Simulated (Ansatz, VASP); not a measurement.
Given: the input of a run of VASP 6.6.1 on Ti.

File POSCAR:

```
Ti
1.0
    0.0000000000      2.0300000000      2.0300000000
    2.0300000000      0.0000000000      2.0300000000
    2.0300000000      2.0300000000      0.0000000000
Ti
1
Direct
    0.0000000000      0.0000000000      0.0000000000
```

File INCAR.step1:

```
SYSTEM = Ti
  PREC = Accurate
  ENCUT = 600
  EDIFF = 1E-5
  ISMEAR = -1
  SIGMA = 0.05
  LREAL = .False.
  LASPH = .True.
  NELM = 60
  ALGO = Normal
  LWAVE = .True.
  LCHARG = .False.
  GGA = PE
  NBANDS = 12
```

Contents of INCAR.step2:

```
SYSTEM = Ti
  PREC = Accurate
  ENCUT = 600
  EDIFF = 1E-6
  ISMEAR = -1
  SIGMA = 0.05
  LREAL = .False.
  LASPH = .True.
  NELM = 60
  ALGO = Normal
  ISIF = 3
  LWAVE = .False.
  LCHARG = .False.
  GGA = PS
  LHFCALC = .True.
  AEXX = 0.25
  PRECFOCK = Normal
  IBRION = 2
  NSW = 60
  EDIFFG = -0.01
  ISTART = 1
```

KPOINTS

```
regular mesh
0
Gamma
  6 6 6
  0 0 0
```

Potentials or basis: VASP PAW PBE potentials, release 64 (Ti_sv).

Run with:

```console
$ cat potpaw_PBE.64/Ti_sv/POTCAR > POTCAR
$ cp INCAR.step1 INCAR
$ mpirun -np 1 vasp_std > vasp.out
$ cp INCAR.step2 INCAR
$ mpirun -np 1 vasp_std > vasp.out
```

Q: Set up the same calculation for Ansatz 0.2.0. Potentials there: Ansatz PAW.

A: As run (the cutoff follows the program's own potentials):

File input:

```
crystal:
  lattice:
    - [0.0, 2.03, 2.03]
    - [2.03, 0.0, 2.03]
    - [2.03, 2.03, 0.0]
  atoms:
    - { symbol: Ti, position: [0.0, 0.0, 0.0] }
hamiltonian:
  xc: { exchange: pbesol, correlation: pbesol, exx: { coeff: 0.25 } }
  pseudopotentials: { kind: paw }
kpoints:
  mp_grid: { grid: [6, 6, 6] }
scf:
  occupations: { method: fermi_dirac, width: 0.05 }
output:
  forces: true
  stress: true
  eigenvalues: true
relax:
  f_tol: 0.01
  max_steps: 40
  cell: { stress_tol: 0.05 }
```

Both were run:

|  | VASP | Ansatz | Ansatz less VASP |
| --- | --- | --- | --- |
| gap on the k mesh at the Fermi level, each at its own relaxed structure (eV) | none | none | - |
| relaxed volume (Å³/atom) | 16.70 | 16.77 | +0.070 |
| relaxed length of the cell vector where the two differ most in proportion (Å) | 2.869 | 2.873 | +0.0040 |

VASP's potentials were made for PBE, not for PBEsol-based global hybrid. A gap of «none» marks a metal or a gap that the smearing closes.

The k mesh is coarse, so the values compare programs but aren't converged. Noted on Ansatz's run: the plane-wave basis is chosen anew once the cell has moved, so the energies of steps on either side of that aren't comparable.
